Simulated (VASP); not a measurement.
A run of VASP 6.6.1 is set up as follows.

File INCAR:

```
SYSTEM = VN2
ALGO     = Normal         ! electronic algorithm
EDIFF    = 1E-6           ! SCF threshold, eV
ENCUT    = 520            ! plane-wave cutoff, eV
GGA      = PS             ! functional
ISIF     = 2              ! what is computed and relaxed
ISMEAR   = 1              ! smearing method
LASPH    = .True.         ! aspherical terms in the spheres
LCHARG   = .True.         ! write CHGCAR
LELF     = .True.         ! ELF
LREAL    = .False.        ! projectors in reciprocal space
LVHAR    = .True.       
LWAVE    = .False.        ! write WAVECAR
NBANDS   = 32             ! bands
NELM     = 80             ! most SCF steps
PREC     = Accurate       ! precision mode
SIGMA    = 0.05           ! smearing width, eV
```

The input KPOINTS:

```
k-points
0
Gamma
  12 12 12
  0 0 0
```

File POSCAR:

```
VN2
1.0
   -2.1507500000      2.1507500000      2.4913500000
    2.1507500000     -2.1507500000      2.4913500000
    2.1507500000      2.1507500000     -2.4913500000
V N
2 4
Direct
    0.2500000000      0.2500000000      0.0000000000
    0.7500000000      0.7500000000      0.0000000000
    0.1151000000      0.6151000000      0.7302000000
    0.6151000000      0.8849000000      0.5000000000
    0.8849000000      0.3849000000      0.2698000000
    0.3849000000      0.1151000000      0.5000000000
```

Potentials or basis: VASP PAW PBE potentials, release 64 (V_sv, N).

Launch:

```console
$ cat potpaw_PBE.64/V_sv/POTCAR potpaw_PBE.64/N/POTCAR > POTCAR
$ mpirun -np 1 vasp_std > vasp.out
```

Task: Predict the largest force.

Result: 0.383 eV/Å.

Task: Predict the band gap on the k mesh.

Result: Zero (band 23 reaches 11.56 eV, above the bottom of band 24 at 11.20 eV).

Task: Predict the pressure.

Result: -10.9 GPa.

Forces in eV/Å, atoms in the order of the input:
```
V    0.000  0.000  0.000
V    0.000  0.000  0.000
N   -0.271 -0.271  0.000
N    0.271 -0.271  0.000
N    0.271  0.271  0.000
N   -0.271  0.271  0.000
```

Caveat: the PAW data sets were made with another functional, which shifts forces and pressure a little; the run has no spin polarisation, though such a crystal can be magnetic. With open d or f shells a metallic result of PBEsol can be an artefact of self-interaction; +U or a hybrid may open a gap.
